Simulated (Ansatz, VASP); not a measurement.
Ca2C in VASP and in Ansatz

```xyz
3
Lattice="0.0000 3.0260 3.0260 3.0260 0.0000 3.0260 3.0260 3.0260 0.0000" Properties=species:S:1:pos:R:3 pbc="T T T"
C     0.0000    0.0000    0.0000
Ca    1.5130    1.5130    1.5130
Ca    4.5389    4.5389    4.5389
```

Change from the starting cell: hydrostatic strain -3.3%.

Alike in both runs: task single point; functional r2SCAN; k mesh 8 × 8 × 8; occupations fermi-dirac, width 0.02 eV; no spin polarisation.

|  | VASP | Ansatz |
| --- | --- | --- |
| version | VASP 6.6.1 | Ansatz 0.2.0 |
| potentials or method | VASP PAW PBE potentials, release 64 (C, Ca_sv) | plane waves, PAW |
| plane-wave cutoff (eV) | 520 | 500 |
| valence electrons in the cell | 24 | 24 |

Ansatz gave:

```
pressure (GPa) : 6.9
```

Task: Estimate VASP's values.

Result: Pressure (GPa): 7.5.

VASP's potentials were made for PBE, not for r2SCAN. With one functional, cell and mesh, what is left measures potentials, basis and numerics.
